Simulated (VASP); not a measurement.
The system is Si5C3.

```xyz
8
Lattice="4.7700 0.0000 0.0000 0.0000 4.7700 0.0000 0.0000 0.0000 4.7700" Properties=species:S:1:pos:R:3 pbc="T T T"
Si    0.0000    0.0000    0.0000
Si    3.5775    1.1925    3.5775
Si    1.1925    3.5775    3.5775
Si    3.5775    3.5775    1.1925
Si    1.1925    1.1925    1.1925
C     2.3850    2.3850    0.0000
C     2.3850    0.0000    2.3850
C     0.0000    2.3850    2.3850
```

```yaml
Program: VASP 6.6.1
Task: relaxation of cell and atoms
Functional: PBE
Potentials_or_basis: VASP PAW PBE potentials, release 64 (Si, C)
Cutoff: 600 eV
k_mesh: 4 × 4 × 4
Occupations: gaussian, width 0.2 eV
Spin: no spin polarisation
```

At the start: pressure -2.4 GPa; volume 13.57 Å³/atom.

**Question.** Where does the relaxation end?

**Answer.** Over 6 steps the energy falls by 265.8 meV/atom and the volume is 12.70 Å³/atom (-6.4 %); space group P-43m (No. 215, to 0.05 Å).

The path:
```tsv
step	energy change (eV)	largest force (eV/Å)	pressure (GPa)	volume (Å³)
1	0.0000	6.2176	-2.39	108.53
2	-1.2742	2.2328	-7.28	105.38
3	-2.0052	0.1988	-7.23	106.73
4	-2.0055	0.0841	-7.19	106.76
5	-2.0757	0.0646	5.24	98.41
6	-2.1263	0.0774	-0.06	101.57
```

Final structure:
```
Si C
1.0
     4.66572    0.00000    0.00000
     0.00000    4.66572    0.00000
     0.00000    0.00000    4.66572
Si C
5 3
Cartesian
  0.0000 0.0000 0.0000
  3.4019 1.2638 3.4019
  1.2638 3.4019 3.4019
  3.4019 3.4019 1.2638
  1.2638 1.2638 1.2638
  2.3329 2.3329 0.0000
  2.3329 0.0000 2.3329
  0.0000 2.3329 2.3329
```
